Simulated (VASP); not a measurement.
# Si3N4: single point with PBE

Crystal: Si3N4.

```
Si N
1.0
     7.54403    0.00000    0.00000
    -3.77201    6.53332    0.00000
     0.00000    0.00000    2.88282
Si N
6 8
Direct
  0.76600 0.17230 0.32563
  0.59370 0.76600 0.82563
  0.82770 0.59370 0.32563
  0.23400 0.82770 0.82563
  0.40630 0.23400 0.32563
  0.17230 0.40630 0.82563
  0.02814 0.32936 0.32563
  0.69878 0.02814 0.82563
  0.67064 0.69878 0.32563
  0.97186 0.67064 0.82563
  0.30122 0.97186 0.32563
  0.32936 0.30122 0.82563
  0.33333 0.66667 0.82563
  0.66667 0.33333 0.32563
```

```yaml
Program: VASP 6.6.1
Task: single point
Functional: PBE
Potentials_or_basis: VASP PAW PBE potentials, release 64 (Si, N)
Cutoff: 520 eV
k_mesh: 5 × 5 × 10
Occupations: fermi-dirac, width 0.02 eV
Spin: no spin polarisation
Dipole_correction: no
Further_INCAR_settings: ALGO = Normal; EDIFF = 1e-06; NBANDS = 45
```

```json
{
 "Pressure": "11.6 GPa",
 "Largest force": "0.010 eV/Å",
 "Band gap on the k mesh": "4.43 eV (least direct gap 4.62 eV)"
}
```

Forces in eV/Å, atoms in the order of the input:
```
Si   0.007  0.007  0.000
Si  -0.002  0.009  0.000
Si  -0.009  0.003  0.000
Si  -0.007 -0.007  0.000
Si   0.002 -0.009  0.000
Si   0.009 -0.003  0.000
N   -0.006 -0.007  0.000
N    0.003 -0.009  0.000
N    0.009 -0.002  0.000
N    0.006  0.007  0.000
N   -0.003  0.009  0.000
N   -0.009  0.002  0.000
N    0.000  0.000  0.000
N    0.000  0.000  0.000
```

Stress tensor (GPa, compression positive):
```
11.42  0.00  0.00
 0.00 11.42  0.00
 0.00  0.00 11.87
```

Levels at points of the mesh, in eV from the valence-band top:
| k point | band 28 | band 29 | band 30 | band 31 | band 32 | band 33 | band 34 | band 35 | band 36 | band 37 |
| --- | --- | --- | --- | --- | --- | --- | --- | --- | --- | --- |
| (0.00, 0.00, 0.00) | -1.31 | -1.31 | -0.47 | -0.37 | -0.19 | 4.43 | 4.93 | 5.06 | 5.06 | 5.42 |
| (0.00, 0.00, 0.50) | -1.65 | -1.65 | -1.65 | -1.41 | -1.41 | 4.80 | 4.80 | 4.80 | 4.80 | 7.44 |

It used 200 s of CPU time on 1 thread of Intel(R) Xeon(R) Platinum 8488C (Sapphire Rapids) (shared host).

Caveat: the cell stands under pressure; an odd mesh through Γ misses points on the zone boundary, where band edges can lie.
